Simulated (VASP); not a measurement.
# As in VASP: further runs

The runs below take As through single point, with PBE+D3(BJ).

Program: VASP 6.6.1. These are calculated values, not measurements. Logs are shortened: lines on timing, memory, paths and dates and some standing lists are left out, and cuts for length are marked.

## (1) The cell of the first run

The cell holds a slab with vacuum, 4 atoms: a = 3.572 Å, b = 3.572 Å, c = 20.295 Å, α = 90.00°, β = 90.00°, γ = 120.00°.

## (2) Single point, PBE+D3(BJ) (layers slid over each other, then relaxed in part)

INCAR reads:

```
  PREC = Accurate
  ENCUT = 400
  EDIFF = 1E-6
  ISMEAR = 0
  SIGMA = 0.05
  LREAL = False
  LASPH = True
  NELM = 120
  ALGO = Normal
  ISIF = 2
  LWAVE = False
  LCHARG = False
  LDIPOL = True
  IDIPOL = 3
  DIPOL = 0.5 0.5 0.376
  GGA = PE
  IVDW = 12
  NBANDS = 38
  GGA_COMPAT = False
  NELMDL = -8
```

KPOINTS reads:

```
regular mesh
0
Gamma
  9 9 1
```

POSCAR reads:

```
As
1.0
    3.5716242980      0.0000000000      0.0000000000
   -1.7858121490      3.0931173748      0.0000000000
    0.0000000000      0.0000000000     20.2951239168
As
4
Direct
    0.3333333334      0.6666666667      0.2217281362
    0.6666666667      0.3333333333      0.2905549647
    0.8333333334      0.6666666667      0.4623579750
    1.1666666667      0.3333333333      0.5311848217
```

Potentials or basis: VASP PAW PBE potentials, release 64 (As_d).

Launch:

```sh
> cat potpaw_PBE.64/As_d/POTCAR > POTCAR
> mpirun -np 1 vasp_std > vasp.out
```

OUTCAR:

```text
PREC = Accurate
   ENCUT = 400
   EDIFF = 1E-6
   ISMEAR = 0
   LREAL = False
   LASPH = True
   NELM = 120
   ISIF = 2
   GGA = PE
   IVDW = 12
   NELMDL = -8
 IVDW          = 12

 ion  position               nearest neighbor table
   1  0.333  0.667  0.222-   2 2.49   2 2.49   2 2.49
   2  0.667  0.333  0.291-   1 2.49   1 2.49   1 2.49
   3  0.833  0.667  0.462-   4 2.49   4 2.49   4 2.49
   4  0.167  0.333  0.531-   3 2.49   3 2.49   3 2.49

  LATTYP: Found a hexagonal cell.
 ALAT       =     3.5716242980
 C/A-ratio  =     5.6823232858

  Lattice vectors:

 A1 = (   3.5716242980,   0.0000000000,   0.0000000000)
 A2 = (  -1.7858121490,   3.0931173748,   0.0000000000)
 A3 = (   0.0000000000,   0.0000000000,  20.2951239168)

Analysis of symmetry for initial positions (statically):
=====================================================================
 Subroutine PRICEL returns:
 Original cell was already a primitive cell.

 Routine SETGRP: Setting up the symmetry group for a
 hexagonal supercell.

 Subroutine GETGRP returns: Found  4 space group operations
 (whereof  2 operations were pure point group operations)
 out of a pool of 24 trial point group operations.

The static configuration has the point symmetry C_1h.
 The point group associated with its full space group is C_2h.

Analysis of symmetry for dynamics (positions and initial velocities):
=====================================================================
 Subroutine PRICEL returns:
 Original cell was already a primitive cell.

 Routine SETGRP: Setting up the symmetry group for a
 hexagonal supercell.

 Subroutine GETGRP returns: Found  4 space group operations
 (whereof  2 operations were pure point group operations)
 out of a pool of 24 trial point group operations.

The dynamic configuration has the point symmetry C_1h.
 The point group associated with its full space group is C_2h.

 Subroutine INISYM returns: Found  4 space group operations
 (whereof  2 operations are pure point group operations),
 and found     1 'primitive' translations

----------------------------------------------------------------------------------------

                                     Primitive cell

  volume of cell :     224.2094

  direct lattice vectors                    reciprocal lattice vectors
     3.571624298  0.000000000  0.000000000     0.279984656  0.161649216  0.000000000
    -1.785812149  3.093117375  0.000000000     0.000000000  0.323298433  0.000000000
     0.000000000  0.000000000 20.295123917     0.000000000  0.000000000  0.049272919

  length of vectors
     3.571624298  3.571624298 20.295123917     0.323298433  0.323298433  0.049272919

[... 93 lines left out ...]
   PSTRESS=    0.0 pullay stress
   NELECT =      60.0000    total number of electrons
   NUPDOWN=      -1.0000    fix difference up-down
   EMIN   =  10.00;   EMAX   =-10.00  energy-range for DOS
   EFERMI =   0.00;   METHOD = LEGACY
   ISMEAR =     0;   SIGMA  =   0.05  broadening in eV -4-tet -1-fermi 0-gaus
   EFERMI_NEDOS =   21; number of points for ismear=-14 and -15
   IALGO  =     38    algorithm
   IMIX   =      4    mixing-type and parameters
     AMIX     =   0.40;   BMIX     =  1.00
     AMIX_MAG =   1.60;   BMIX_MAG =  1.00
  volume/ion in A,a.u.               =      56.05       378.26
  Fermi-wavevector in a.u.,A,eV,Ry     =   1.054971  1.993607 15.142799  1.112964
  Thomas-Fermi vector in A             =   2.190152
   LORBIT       =      0    0 simple, 1 ext, 2 COOP (PROOUT), +10 PAW based schemes
   GGA     = PE    functional components
   LHFCALC =     F    Hartree Fock is set to
   AEXX    =    0.0000 exact exchange contribution
   IVDW    =    12    specifies the selected vdW correction
   LEPSILON=     F    determine dielectric tensor
   LRPA    =     F    only Hartree local field effects (RPA)
 non-spin polarized calculation
 Gauss-broadening in eV      SIGMA  =   0.05
  energy-cutoff  :      400.00
  volume of cell :      224.21
 maximum number of plane-waves:      4097
   NGX = 11   NGY = 11   NGZ = 67

 dipolmoment           0.000000      0.000000     -0.000014 electrons x Angstroem

 number of electron      60.0000036 magnetization

 dipolmoment           0.000000      0.000000      0.000010 electrons x Angstroem

 Free energy of the ion-electron system (eV)
  ---------------------------------------------------
  ext. energy  EPLUGINS =         0.00000000
  ---------------------------------------------------
  free energy    TOTEN  =       -18.66038544 eV

  energy without entropy =      -18.66038544  energy(sigma->0) =      -18.66038544

 E-fermi :  -1.6723     XC(G=0):  -4.9522

 val. band max:       -1.9849650665   @ k =  -0.2222   0.1111   0.0000
 cond. band min:      -0.9181630548   @ k =   0.3333   0.0000   0.0000
 fundamental gap:      1.0668020117
 Fermi energy:        -1.6722878984

 k-point     1 :       0.0000    0.0000    0.0000
  band No.  band energies     occupation
      1     -37.3572      2.00000
      2     -37.3571      2.00000
      3     -37.3570      2.00000
      4     -37.3569      2.00000
      5     -37.3160      2.00000
      6     -37.3159      2.00000
[... 973 lines left out ...]
     37       5.1318      0.00000
     38       5.5403      0.00000

 [... further k-points ...]

------------------------ aborting loop because EDIFF is reached ----------------------------------------

 vacuum level on the upper side and lower side of the slab       (xc-potential included)        -0.130        -0.130

 Edisp (eV)   -1.06019

 E8    (eV) :    -0.4622

  FORCE on cell =-STRESS in cart. coord.  units (eV):
  Direction    XX          YY          ZZ          XY          YZ          ZX
  --------------------------------------------------------------------------------------
  -------------------------------------------------------------------------------------
  Total      -0.13109     0.14873    -0.07194     0.00000     0.25889     0.00000
  in kB      -0.93673     1.06279    -0.51409     0.00000     1.85000     0.00000
  external pressure =       -0.13 kB  Pullay stress =        0.00 kB

 VOLUME and BASIS-vectors are now :
 -----------------------------------------------------------------------------
  energy-cutoff  :      400.00
  volume of cell :      224.21
      direct lattice vectors                 reciprocal lattice vectors
     3.571624298  0.000000000  0.000000000     0.279984656  0.161649216  0.000000000
    -1.785812149  3.093117375  0.000000000     0.000000000  0.323298433  0.000000000
     0.000000000  0.000000000 20.295123917     0.000000000  0.000000000  0.049272919

 POSITION                                       TOTAL-FORCE (eV/Angst)
 -----------------------------------------------------------------------------------
      0.00000      2.06208      4.50000         0.000000     -0.022004     -0.022174
      1.78581      1.03104      5.89685         0.000000     -0.034485      0.025746
      1.78581      2.06208      9.38361         0.000000      0.034485     -0.025746
      0.00000      1.03104     10.78046         0.000000      0.022004      0.022174
 -----------------------------------------------------------------------------------
    total drift:                               -0.000000     -0.000001      0.001262

  FREE ENERGIE OF THE ION-ELECTRON SYSTEM (eV)
  ---------------------------------------------------
  free  energy   TOTEN  =       -19.7205731234 eV

  energy  without entropy=      -19.7205731234  energy(sigma->0) =      -19.72057312

 vacuum level on the upper side and lower side of the slab         3.015         3.015
```

OSZICAR:

```text
N       E                     dE             d eps       ncg     rms          rms(c)
DAV:   1     0.619464234627E+03    0.61946E+03   -0.27257E+04  2564   0.554E+03
DAV:   2     0.909694755710E+02   -0.52849E+03   -0.50998E+03  1956   0.126E+03
DAV:   3    -0.976574001849E+01   -0.10074E+03   -0.98739E+02  2702   0.202E+02
[... 15 lines left out ...]
DAV:  19    -0.186603530678E+02   -0.27611E-04   -0.13188E-06  1628   0.110E-02    0.975E-04
DAV:  20    -0.186603769581E+02   -0.23890E-04   -0.85112E-07  1500   0.718E-02    0.720E-04
DAV:  21    -0.186603836689E+02   -0.67108E-05   -0.25245E-07  1494   0.107E-02    0.428E-04
DAV:  22    -0.186603851908E+02   -0.15219E-05   -0.18434E-07  1374   0.327E-02    0.119E-04
DAV:  23    -0.186603854409E+02   -0.25011E-06   -0.10239E-07  1312   0.488E-03
   1 F= -.19720573E+02 E0= -.19720573E+02  d E =-.722929E-20
```

Wall time 3.5 min (1 thread of Intel Xeon Platinum 8259CL at 2.50GHz (Skylake/Cascade Lake), shared host); peak memory 0.32 GiB.

Results:

| Quantity | Value |
| --- | --- |
| Free energy | -19.7206 eV |
| Largest force | 0.043 eV/Å |
| Band gap on the k mesh | 1.07 eV (least direct gap 1.67 eV) |
| Dispersion energy per atom | -0.265 eV |

Forces in eV/Å, atoms in the order of the input:
```
As   0.000 -0.022 -0.022
As   0.000 -0.034  0.026
As   0.000  0.034 -0.026
As   0.000  0.022  0.022
```

Levels at points of the mesh, in eV from the valence-band top:
```
           k point  band 27  band 28  band 29  band 30  band 31  band 32  band 33  band 34
(0.00, 0.00, 0.00)    -0.20    -0.19    -0.16    -0.12     1.74     2.26     3.33     3.33
```

Caveat: the cell differs from its parent crystal (layers slid over each other, then relaxed in part).

## (3) Single point, PBE+D3(BJ) (layers slid over each other, then relaxed in part)

INCAR reads:

```
SYSTEM = As
  PREC = Accurate
  ENCUT = 400
  EDIFF = 1E-6
  ISMEAR = 0
  SIGMA = 0.05
  LREAL = .False.
  LASPH = .True.
  NELM = 120
  ALGO = Normal
  ISIF = 2
  LWAVE = .False.
  LCHARG = .False.
  LDIPOL = .True.
  IDIPOL = 3
  DIPOL = 0.5 0.5 0.376
  GGA = PE
  IVDW = 12
  NBANDS = 38
  GGA_COMPAT = .False.
  NELMDL = -8
```

KPOINTS reads:

```
Automatic mesh
0
Gamma
  9 9 1
  0 0 0
```

POSCAR reads:

```
As
1.0
    3.5716242980      0.0000000000      0.0000000000
   -1.7858121490      3.0931173748      0.0000000000
    0.0000000000      0.0000000000     20.2951239168
As
4
Direct
    0.3333333333      0.6666666666      0.2217281362
    0.6666666667      0.3333333334      0.2905816012
    1.0000000000      0.5000000000      0.4610005888
    1.3333333333      0.1666666666      0.5298534856
```

Potentials or basis: VASP PAW PBE potentials, release 64 (As_d).

Launch:

```sh
> cat potpaw_PBE.64/As_d/POTCAR > POTCAR
> mpirun -np 1 vasp_std > vasp.out
```

OUTCAR:

```text
SYSTEM = As
   PREC = Accurate
   ENCUT = 400
   EDIFF = 1E-6
   ISMEAR = 0
   LREAL = .False.
   LASPH = .True.
   NELM = 120
   ISIF = 2
   GGA = PE
   IVDW = 12
   NELMDL = -8
 IVDW          = 12

 ion  position               nearest neighbor table
   1  0.333  0.667  0.222-   2 2.49   2 2.49   2 2.49
   2  0.667  0.333  0.291-   1 2.49   1 2.49   1 2.49
   3  0.000  0.500  0.461-   4 2.49   4 2.49   4 2.49
   4  0.333  0.167  0.530-   3 2.49   3 2.49   3 2.49

  LATTYP: Found a hexagonal cell.
 ALAT       =     3.5716242980
 C/A-ratio  =     5.6823232858

  Lattice vectors:

 A1 = (   3.5716242980,   0.0000000000,   0.0000000000)
 A2 = (  -1.7858121490,   3.0931173748,   0.0000000000)
 A3 = (   0.0000000000,   0.0000000000,  20.2951239168)

Analysis of symmetry for initial positions (statically):
=====================================================================
 Subroutine PRICEL returns:
 Original cell was already a primitive cell.

 Routine SETGRP: Setting up the symmetry group for a
 hexagonal supercell.

 Subroutine GETGRP returns: Found  4 space group operations
[... 178 lines left out ...]
 fundamental gap:      1.0789192116
 Fermi energy:        -1.6610408966

 k-point     1 :       0.0000    0.0000    0.0000
  band No.  band energies     occupation
      1     -37.3592      2.00000
      2     -37.3588      2.00000
      3     -37.3583      2.00000
      4     -37.3579      2.00000
      5     -37.3181      2.00000
      6     -37.3173      2.00000
[... 973 lines left out ...]
     37       5.0799      0.00000
     38       5.4853      0.00000

 [... further k-points ...]

------------------------ aborting loop because EDIFF is reached ----------------------------------------

 vacuum level on the upper side and lower side of the slab       (xc-potential included)        -0.130        -0.129

 Edisp (eV)   -1.06394

 E8    (eV) :    -0.4639

  FORCE on cell =-STRESS in cart. coord.  units (eV):
  Direction    XX          YY          ZZ          XY          YZ          ZX
  --------------------------------------------------------------------------------------
  -------------------------------------------------------------------------------------
  Total      -0.05534    -0.00395    -0.07570    -0.04451     0.16780     0.29064
  in kB      -0.39548    -0.02823    -0.54096    -0.31805     1.19908     2.07687
  external pressure =       -0.32 kB  Pullay stress =        0.00 kB

 VOLUME and BASIS-vectors are now :
 -----------------------------------------------------------------------------
  energy-cutoff  :      400.00
  volume of cell :      224.21
      direct lattice vectors                 reciprocal lattice vectors
     3.571624298  0.000000000  0.000000000     0.279984656  0.161649216  0.000000000
    -1.785812149  3.093117375  0.000000000     0.000000000  0.323298433  0.000000000
     0.000000000  0.000000000 20.295123917     0.000000000  0.000000000  0.049272919

 POSITION                                       TOTAL-FORCE (eV/Angst)
 -----------------------------------------------------------------------------------
     -0.00000      2.06208      4.50000        -0.026313     -0.015192     -0.026295
      1.78581      1.03104      5.89739        -0.036548     -0.021101      0.025120
     -0.89291      1.54656      9.35606         0.036548      0.021101     -0.025120
      0.89291      0.51552     10.75344         0.026313      0.015192      0.026295
 -----------------------------------------------------------------------------------
    total drift:                                0.000039      0.000021     -0.016731

  FREE ENERGIE OF THE ION-ELECTRON SYSTEM (eV)
  ---------------------------------------------------
  free  energy   TOTEN  =       -19.7254347644 eV

  energy  without entropy=      -19.7254347644  energy(sigma->0) =      -19.72543476

 vacuum level on the upper side and lower side of the slab         3.021         3.022
```

OSZICAR:

```text
N       E                     dE             d eps       ncg     rms          rms(c)
DAV:   1     0.627750680675E+03    0.62775E+03   -0.27203E+04  2576   0.556E+03
DAV:   2     0.925089394807E+02   -0.53524E+03   -0.51699E+03  1924   0.127E+03
DAV:   3    -0.946240102512E+01   -0.10197E+03   -0.10028E+03  2608   0.204E+02
[... 15 lines left out ...]
DAV:  19    -0.186614626905E+02   -0.28110E-04   -0.40164E-06  1914   0.170E-02    0.953E-04
DAV:  20    -0.186614750708E+02   -0.12380E-04   -0.32107E-07  1516   0.265E-02    0.603E-04
DAV:  21    -0.186614930161E+02   -0.17945E-04   -0.69310E-07  1428   0.209E-02    0.327E-04
DAV:  22    -0.186614951773E+02   -0.21612E-05   -0.14173E-07  1460   0.200E-02    0.131E-04
DAV:  23    -0.186614956691E+02   -0.49177E-06   -0.11386E-07  1304   0.498E-03
   1 F= -.19725435E+02 E0= -.19725435E+02  d E =-.695266E-23
```

It took 4.8 min on 1 thread of AMD EPYC 7R43 (Zen 3), shared host; peak memory 0.27 GiB.

What came out:

| Item | Value |
| --- | --- |
| Free energy | -19.7254 eV |
| Largest force | 0.049 eV/Å |
| Band gap on the k mesh | 1.08 eV (least direct gap 1.62 eV) |
| Dispersion energy per atom | -0.266 eV |

Forces in eV/Å, atoms in the order of the input:
```
As  -0.026 -0.015 -0.026
As  -0.037 -0.021  0.025
As   0.037  0.021 -0.025
As   0.026  0.015  0.026
```

Caveat: the cell differs from its parent crystal (layers slid over each other, then relaxed in part).
